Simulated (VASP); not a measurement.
# Te2Mo in VASP: a series of runs

The runs below take Te2Mo through single point, with r2SCAN.

All numbers are computed with VASP 6.6.1; they aren't measurements. Logs are shortened: lines on timing, memory, paths and dates and some standing lists are left out, and cuts for length are marked.

**1. The cell of the first run**

The cell holds a slab with vacuum, 3 atoms: a = 3.560 Å, b = 3.560 Å, c = 17.875 Å, α = 90.00°, β = 90.00°, γ = 120.00°.

**2. Single point, r2SCAN (strain +0.0200 x Voigt [0, 0, 1, 0, 0, 0])**

File POSCAR:

```
Te2Mo
1.0
    3.5602328140      0.0000000000      0.0000000000
   -1.7801164070      3.0832520603      0.0000000000
    0.0000000000      0.0000000000     17.8745389764
Te Mo
2 1
Direct
    0.3333333333      0.6666666667      0.8978554500
    0.3333333333      0.6666666667      0.1021445500
    0.0000000000      0.0000000000      0.0000000000
```

File INCAR.step1:

```
  ALGO = Normal
  EDIFF = 1E-4
  ENCUT = 520
  GGA = PE
  ISMEAR = 0
  LASPH = True
  LCHARG = False
  LREAL = False
  LWAVE = True
  NBANDS = 20
  NELM = 100
  PREC = Accurate
  SIGMA = 0.05
```

File INCAR.step2:

```
  ALGO = Normal
  EDIFF = 1E-6
  ENCUT = 520
  ISIF = 2
  ISMEAR = 0
  ISTART = 1
  LASPH = True
  LCHARG = False
  LMIXTAU = True
  LREAL = False
  LWAVE = False
  METAGGA = R2SCAN
  NBANDS = 20
  NELM = 100
  PREC = Accurate
  SIGMA = 0.05
```

File KPOINTS:

```
k-points
0
Gamma
  12 12 2
```

Potentials or basis: VASP PAW PBE potentials, release 64 (Te, Mo_sv).

Launch:

```sh
$ cat potpaw_PBE.64/Te/POTCAR potpaw_PBE.64/Mo_sv/POTCAR > POTCAR
$ cp INCAR.step1 INCAR
$ mpirun -np 1 vasp_std > vasp.out
$ cp INCAR.step2 INCAR
$ mpirun -np 1 vasp_std > vasp.out
```

OUTCAR:

```text
EDIFF = 1E-6
   ENCUT = 520
   ISIF = 2
   ISMEAR = 0
   ISTART = 1
   LASPH = True
   LREAL = False
   METAGGA = R2SCAN
   NELM = 100
   PREC = Accurate

 ion  position               nearest neighbor table
   1  0.333  0.667  0.898-   3 2.75   3 2.75   3 2.75   2 3.65
   2  0.333  0.667  0.102-   3 2.75   3 2.75   3 2.75   1 3.65
   3  0.000  0.000  0.000-   1 2.75   2 2.75   1 2.75   2 2.75   1 2.75   2 2.75

  LATTYP: Found a hexagonal cell.
 ALAT       =     3.5602328140
 C/A-ratio  =     5.0206095810

  Lattice vectors:

 A1 = (   3.5602328140,   0.0000000000,   0.0000000000)
 A2 = (  -1.7801164070,   3.0832520603,   0.0000000000)
 A3 = (   0.0000000000,   0.0000000000,  17.8745389764)

Analysis of symmetry for initial positions (statically):
=====================================================================
 Subroutine PRICEL returns:
 Original cell was already a primitive cell.

 Routine SETGRP: Setting up the symmetry group for a
 hexagonal supercell.

 Subroutine GETGRP returns: Found 12 space group operations
 (whereof 12 operations were pure point group operations)
 out of a pool of 24 trial point group operations.

The static configuration has the point symmetry D_3h.

Analysis of symmetry for dynamics (positions and initial velocities):
=====================================================================
 Subroutine PRICEL returns:
 Original cell was already a primitive cell.

 Routine SETGRP: Setting up the symmetry group for a
 hexagonal supercell.

 Subroutine GETGRP returns: Found 12 space group operations
 (whereof 12 operations were pure point group operations)
 out of a pool of 24 trial point group operations.

The dynamic configuration has the point symmetry D_3h.

 Subroutine INISYM returns: Found 12 space group operations
 (whereof 12 operations are pure point group operations),
 and found     1 'primitive' translations

----------------------------------------------------------------------------------------

                                     Primitive cell

  volume of cell :     196.2105

  direct lattice vectors                    reciprocal lattice vectors
     3.560232814  0.000000000  0.000000000     0.280880508  0.162166437  0.000000000
    -1.780116407  3.083252060  0.000000000     0.000000000  0.324332873  0.000000000
     0.000000000  0.000000000 17.874538976     0.000000000  0.000000000  0.055945499

  length of vectors
     3.560232814  3.560232814 17.874538976     0.324332873  0.324332873  0.055945499

  position of ions in fractional coordinates (direct lattice)
     0.333333333  0.666666667  0.897855450
     0.333333333  0.666666667  0.102144550
     0.000000000  0.000000000  0.000000000

  ion indices of the primitive-cell ions
   primitive index   ion index
                 1           1
                 2           2
                 3           3

----------------------------------------------------------------------------------------

 KPOINTS: k-points

Automatic generation of k-mesh.
 Grid dimensions read from file:
 generate k-points for:   12   12    2

 Generating k-lattice:

  Cartesian coordinates                     Fractional coordinates (reciprocal lattice)
     0.023406709  0.013513870  0.000000000     0.083333333 -0.000000000  0.000000000
     0.000000000  0.027027739  0.000000000     0.000000000  0.083333333  0.000000000
     0.000000000  0.000000000  0.027972749     0.000000000  0.000000000  0.500000000

  Length of vectors
     0.027027739  0.027027739  0.027972749

  Shift w.r.t. Gamma in fractional coordinates (k-lattice)
     0.000000000  0.000000000  0.000000000

 Subroutine IBZKPT returns following result:
 ===========================================

 Found     38 irreducible k-points:

 Following reciprocal coordinates:
            Coordinates               Weight
  0.000000  0.000000  0.000000      1.000000
  0.083333 -0.000000  0.000000      6.000000
  0.166667 -0.000000  0.000000      6.000000
  0.250000 -0.000000  0.000000      6.000000
  0.333333 -0.000000  0.000000      6.000000
  0.416667  0.000000  0.000000      6.000000
[... 16 lines left out ...]
  0.250000 -0.000000  0.500000      6.000000
  0.333333 -0.000000  0.500000      6.000000
 [... further k-points ...]
   k-points           NKPTS =     38   k-points in BZ     NKDIM =     38   number of bands    NBANDS=     20
   number of dos      NEDOS =    301   number of ions     NIONS =      3
   total plane-waves  NPLWV = 109760
   dimension x,y,z NGX =    28 NGY =   28 NGZ =  140
   dimension x,y,z NGXF=    56 NGYF=   56 NGZF=  280
   ions per type =               2   1
   NGX,Y,Z   is equivalent  to a cutoff of  13.07, 13.07, 13.02 a.u.
   NGXF,Y,Z  is equivalent  to a cutoff of  26.15, 26.15, 26.04 a.u.
 SYSTEM =  unknown system
   PREC   = accura    normal or accurate (medium, high low for compatibility)
   ISTART =      1    job   : 0-new  1-cont  2-samecut
   ICHARG =      0    charge: 1-file 2-atom 10-const
   ISPIN  =      1    spin polarized calculation?
   LNONCOLLINEAR =      F non collinear calculations
   LSORBIT =      F    spin-orbit coupling
   LASPH  =      T    aspherical Exc in radial PAW
   ENCUT  =  520.0 eV  38.22 Ry    6.18 a.u.   6.62  6.62 33.23*2*pi/ulx,y,z
   NELM   =    100;   NELMIN=  2; NELMDL=  0     # of ELM steps
   EDIFF  = 0.1E-05   stopping-criterion for ELM
   LREAL  =      F    real-space projection
   EDIFFG = 0.1E-04   stopping-criterion for IOM
   NSW    =      0    number of steps for IOM
   IBRION =     -1    ionic relax: 0-MD 1-quasi-New 2-CG
   NFREE  =      0    steps in history (QN), initial steepest desc. (CG)
   ISIF   =      2    stress and relaxation
   ISYM   =      2    0-nonsym 1-usesym 2-fastsym
   POTIM  = 0.5000    time-step for ionic-motion
   TEBEG  =    0.0;   TEEND  =   0.0 temperature during run
   PSTRESS=    0.0 pullay stress
   NELECT =      26.0000    total number of electrons
   NUPDOWN=      -1.0000    fix difference up-down
   EMIN   =  10.00;   EMAX   =-10.00  energy-range for DOS
   EFERMI =   0.00;   METHOD = LEGACY
   ISMEAR =     0;   SIGMA  =   0.05  broadening in eV -4-tet -1-fermi 0-gaus
   EFERMI_NEDOS =   21; number of points for ismear=-14 and -15
   IALGO  =     38    algorithm
   IMIX   =      4    mixing-type and parameters
     AMIX     =   0.40;   BMIX     =  1.00
     AMIX_MAG =   1.60;   BMIX_MAG =  1.00
  volume/ion in A,a.u.               =      65.40       441.36
  Fermi-wavevector in a.u.,A,eV,Ry     =   0.834626  1.577214  9.477824  0.696600
  Thomas-Fermi vector in A             =   1.948049
   LORBIT       =      0    0 simple, 1 ext, 2 COOP (PROOUT), +10 PAW based schemes
   METAGGA = R2SCAN    functional components
   LHFCALC =     F    Hartree Fock is set to
   AEXX    =    0.0000 exact exchange contribution
   IVDW    =     0    specifies the selected vdW correction
   LEPSILON=     F    determine dielectric tensor
   LRPA    =     F    only Hartree local field effects (RPA)
 non-spin polarized calculation
 Gauss-broadening in eV      SIGMA  =   0.05
  energy-cutoff  :      520.00
  volume of cell :      196.21
 maximum number of plane-waves:      5354
 NGX is ok and might be reduce to    28
   NGX = 13   NGY = 13   NGZ = 67

 number of electron      25.9999997 magnetization

 Free energy of the ion-electron system (eV)
  ---------------------------------------------------
  ext. energy  EPLUGINS =         0.00000000
  ---------------------------------------------------
  free energy    TOTEN  =       -77.75458861 eV

  energy without entropy =      -77.75458861  energy(sigma->0) =      -77.75458861

 E-fermi :   0.1945     XC(G=0):  -4.7066

 val. band max:       -0.0564081326   @ k =   0.3333   0.3333   0.0000
 cond. band min:       1.1064861218   @ k =   0.3333   0.3333   0.5000
 fundamental gap:      1.1628942543
 Fermi energy:         0.1945221907

 k-point     1 :       0.0000    0.0000    0.0000
  band No.  band energies     occupation
      1     -62.7493      2.00000
      2     -36.1644      2.00000
      3     -36.0622      2.00000
      4     -36.0622      2.00000
      5     -13.1115      2.00000
      6     -12.1503      2.00000
[... 12 lines left out ...]
     19       5.1297      0.00000
     20       5.7788      0.00000

 k-point     2 :       0.0833   -0.0000    0.0000
  band No.  band energies     occupation
      1     -62.7487      2.00000
      2     -36.1626      2.00000
      3     -36.0705      2.00000
      4     -36.0642      2.00000
      5     -13.0133      2.00000
      6     -12.0815      2.00000
[... 12 lines left out ...]
     19       5.2448      0.00000
     20       5.9364      0.00000

 k-point     3 :       0.1667   -0.0000    0.0000
  band No.  band energies     occupation
      1     -62.7470      2.00000
      2     -36.1577      2.00000
      3     -36.0929      2.00000
      4     -36.0694      2.00000
      5     -12.7282      2.00000
      6     -11.8819      2.00000
[... 12 lines left out ...]
     19       5.5782      0.00000
     20       6.2436      0.00000

 k-point     4 :       0.2500   -0.0000    0.0000
  band No.  band energies     occupation
      1     -62.7447      2.00000
      2     -36.1509      2.00000
      3     -36.1234      2.00000
      4     -36.0766      2.00000
      5     -12.2879      2.00000
      6     -11.5763      2.00000
[... 12 lines left out ...]
     19       6.0913      0.00000
     20       6.6333      0.00000

 k-point     5 :       0.3333   -0.0000    0.0000
  band No.  band energies     occupation
      1     -62.7424      2.00000
      2     -36.1537      2.00000
      3     -36.1441      2.00000
      4     -36.0838      2.00000
      5     -11.7608      2.00000
      6     -11.2179      2.00000
[... 12 lines left out ...]
     19       6.1546      0.00000
     20       6.5159      0.00000
[... 353 lines left out ...]
      6     -12.0815      2.00000
[... 12 lines left out ...]
     19       4.9376      0.00000
     20       6.3328      0.00000

 k-point    22 :       0.1667   -0.0000    0.5000
  band No.  band energies     occupation
      1     -62.7470      2.00000
      2     -36.1577      2.00000
      3     -36.0929      2.00000
      4     -36.0694      2.00000
      5     -12.7283      2.00000
      6     -11.8819      2.00000
[... 12 lines left out ...]
     19       5.2715      0.00000
     20       6.6523      0.00000

 k-point    23 :       0.2500   -0.0000    0.5000
  band No.  band energies     occupation
      1     -62.7447      2.00000
      2     -36.1509      2.00000
      3     -36.1234      2.00000
      4     -36.0766      2.00000
      5     -12.2880      2.00000
      6     -11.5763      2.00000
[... 12 lines left out ...]
     19       5.8066      0.00000
     20       7.0854      0.00000

 k-point    24 :       0.3333   -0.0000    0.5000
  band No.  band energies     occupation
      1     -62.7424      2.00000
      2     -36.1537      2.00000
      3     -36.1441      2.00000
      4     -36.0838      2.00000
      5     -11.7608      2.00000
      6     -11.2179      2.00000
[... 12 lines left out ...]
     19       6.2144      0.00000
     20       6.4090      0.00000

 [... further k-points ...]
[... 5 lines left out ...]
  --------------------------------------------------------------------------------------
  -------------------------------------------------------------------------------------
  Total       -0.5624234     -0.5624234     -1.7234739      0.0000000      0.0000000      0.0000000
  in kB       -4.5925269     -4.5925269    -14.0732046      0.0000000      0.0000000      0.0000000
  external PRESSURE =      -7.7527528 kB  Pullay stress =       0.0000000 kB

 VOLUME and BASIS-vectors are now :
 -----------------------------------------------------------------------------
  energy-cutoff  :      520.00
  volume of cell :      196.21
      direct lattice vectors                 reciprocal lattice vectors
     3.560232814  0.000000000  0.000000000     0.280880508  0.162166437  0.000000000
    -1.780116407  3.083252060  0.000000000     0.000000000  0.324332873  0.000000000
     0.000000000  0.000000000 17.874538976     0.000000000  0.000000000  0.055945499

 POSITION                                       TOTAL-FORCE (eV/Angst)
 -----------------------------------------------------------------------------------
     -0.00000      2.05550     16.04875        -0.000000      0.000000      0.468446
     -0.00000      2.05550      1.82579         0.000000      0.000000     -0.468446
      0.00000      0.00000      0.00000         0.000000     -0.000000      0.000000
 -----------------------------------------------------------------------------------
    total drift:                                0.000001     -0.000001     -0.000000

  FREE ENERGIE OF THE ION-ELECTRON SYSTEM (eV)
  ---------------------------------------------------
  free  energy   TOTEN  =       -77.7545886142 eV

  energy  without entropy=      -77.7545886142  energy(sigma->0) =      -77.75458861
```

It used 490 s of CPU time on 1 thread of Intel(R) Xeon(R) Platinum 8488C (Sapphire Rapids) (shared host).

What came out:

```yaml
Free_energy: -77.7546 eV
Largest_force: 0.468 eV/Å
Band_gap_on_the_k_mesh: 1.16 eV
```

Forces in eV/Å, atoms in the order of the input:
```
Te   0.000  0.000  0.468
Te   0.000  0.000 -0.468
Mo   0.000  0.000  0.000
```

Levels at points of the mesh, in eV from the valence-band top:
```csv
k point,band 11,band 12,band 13,band 14,band 15,band 16
"(0.00, 0.00, 0.00)",-0.94,-0.94,-0.50,3.11,3.11,3.38
"(0.50, 0.00, 0.00)",-1.81,-0.77,-0.42,1.47,1.81,3.42
"(0.00, 0.00, 0.50)",-0.94,-0.94,-0.50,3.11,3.11,3.38
"(0.50, 0.00, 0.50)",-1.81,-0.77,-0.42,1.47,1.81,3.42
```

Caveat: the cell differs from its parent crystal (strain +0.0200 x Voigt [0, 0, 1, 0, 0, 0]); the PAW data sets were made with another functional, which shifts forces and pressure a little; spin-orbit coupling is left out, which moves the levels of the heavy elements.

**3. Single point, r2SCAN (strain +0.0300 x Voigt [0, 0, 1, 0, 0, 0])**

Changes to POSCAR since step 2:

```diff
@@ -4,3 +4,3 @@
    -1.7801164070      3.0832520603      0.0000000000
-    0.0000000000      0.0000000000     17.8745389764
+    0.0000000000      0.0000000000     18.0497795546
 Te Mo
```

File INCAR.step1:

```
SYSTEM = Te2Mo
  PREC = Accurate
  ENCUT = 520
  ISMEAR = 0
  SIGMA = 0.05
  LREAL = .FALSE.
  LASPH = .TRUE.
  NELM = 80
  NBANDS = 20
  GGA = PE
  ALGO = Normal
  EDIFF = 1E-4
  LWAVE = .TRUE.
  LCHARG = .FALSE.
```

File INCAR.step2:

```
SYSTEM = Te2Mo
  PREC = Accurate
  ENCUT = 520
  EDIFF = 1E-6
  ISMEAR = 0
  SIGMA = 0.05
  LREAL = .FALSE.
  LASPH = .TRUE.
  NELM = 80
  ALGO = Normal
  ISIF = 2
  LWAVE = .FALSE.
  LCHARG = .FALSE.
  METAGGA = R2SCAN
  LMIXTAU = .TRUE.
  NBANDS = 20
  ISTART = 1
```

File KPOINTS:

```
Automatic mesh
0
G
  12 12 2
  0 0 0
```

Potentials or basis: VASP PAW PBE potentials, release 64 (Te, Mo_sv).

Launch:

```sh
$ cat potpaw_PBE.64/Te/POTCAR potpaw_PBE.64/Mo_sv/POTCAR > POTCAR
$ cp INCAR.step1 INCAR
$ mpirun -np 1 vasp_std > vasp.out
$ cp INCAR.step2 INCAR
$ mpirun -np 1 vasp_std > vasp.out
```

It used 490 s of CPU time on 1 thread of Intel(R) Xeon(R) Platinum 8488C (Sapphire Rapids), with other jobs on the host.

The run converged. Its results:

```yaml
Free_energy: -77.7337 eV
Largest_force: 0.695 eV/Å
Band_gap_on_the_k_mesh: 1.18 eV
```

Forces on the atoms (eV/Å):
```
Te   0.000  0.000  0.695
Te   0.000  0.000 -0.695
Mo   0.000  0.000  0.000
```

Levels at points of the mesh, in eV from the valence-band top:
```
           k point  band 10  band 11  band 12  band 13  band 14  band 15  band 16  band 17
(0.00, 0.00, 0.00)    -1.66    -0.91    -0.91    -0.55     3.08     3.08     3.33     3.33
(0.50, 0.00, 0.00)    -2.36    -1.85    -0.78    -0.39     1.47     1.80     3.35     3.62
(0.00, 0.00, 0.50)    -1.66    -0.91    -0.91    -0.55     3.08     3.08     3.33     3.33
(0.50, 0.00, 0.50)    -2.36    -1.85    -0.78    -0.39     1.47     1.80     3.35     3.62
```

Caveat: the cell differs from its parent crystal (strain +0.0300 x Voigt [0, 0, 1, 0, 0, 0]); the PAW data sets were made with another functional, which shifts forces and pressure a little; spin-orbit coupling is left out, which moves the levels of the heavy elements.

[end of part 1 of 2]
